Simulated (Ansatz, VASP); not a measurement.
HfB2: VASP beside Ansatz

```
CELL_PARAMETERS angstrom
3.14000 0.00000 0.00000
-1.57000 2.71932 0.00000
0.00000 0.00000 3.48000
ATOMIC_POSITIONS crystal
Hf 0.00000 0.00000 0.00000
B 0.66667 0.33333 0.50000
B 0.33333 0.66667 0.50000
```

Alike in both runs: functional PBEsol; k mesh 10 × 10 × 8; occupations fermi-dirac, width 0.05 eV; non-collinear spin, spin-orbit coupling.

|  | VASP | Ansatz |
| --- | --- | --- |
| version | VASP 6.6.1 | Ansatz 0.2.0 |
| potentials or method | VASP PAW PBE potentials, release 64 (Hf_pv, B) | Ansatz PAW |
| plane-wave cutoff (eV) | 520 | 420 |
| valence electrons in the cell | 16 | 32 |
| task | single point | band structure |

VASP gave:

| Property | Result |
| --- | --- |
| pressure (GPa) | -4.4 |
| traceless stress, the component that is largest in VASP (GPa) | -0.45 |

Q: Estimate Ansatz's values.

A: Pressure (GPa): -4.7; traceless stress, the component that is largest in VASP (GPa): -0.81.

VASP's potentials were made for PBE, not for PBEsol. The functional is the same, so the differences come from potentials, cutoffs and numerics. VASP's potentials hold 16 valence electrons a cell and Ansatz's 32, so a difference there can come from the potentials and not from the codes.
